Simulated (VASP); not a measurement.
Runs of VASP 6.6.1 on W. The structure is that of space group Im-3m (No. 229), or close to it. The cells are those of the table. 

| cell | gap on the mesh (eV) | pressure (GPa) |
| --- | --- | --- |
| a = 2.675 Å, angles 110.9, 110.9, 106.7°, 1 atom | none | 31.5 |
| a = 2.628 Å, angles 109.5°, 1 atom | none | (a) |
| a = 2.790 Å, angles 108.1, 108.1, 112.1°, 1 atom | none | -12.7 |
| a = 2.744 Å, angles 110.8, 110.8, 106.7°, 1 atom | none | (b) |
| a = 2.860 Å, angles 108.2, 108.2, 112.1°, 1 atom | none | -29.3 |

Alike in all rows: task single point; level r2SCAN; potentials or basis VASP PAW PBE potentials, release 64 (W_sv); no spin polarisation; k mesh 20 × 20 × 20; cutoff (eV) 520; smearing gaussian 0.15 eV.

Task: Estimate the missing entries.

Result: (a) 56.2; (b) 2.1.

Caveats: the PAW data sets were made with another functional, which shifts forces and pressure a little; spin-orbit coupling is left out, which moves the levels of the heavy elements; the cell stands under pressure (at least some runs); the cell stands under tension (at least some runs).

A k mesh can miss the band edges, and the runs leave out spin-orbit coupling on W.

A gap of «none» marks levels without a gap at the run's occupations.
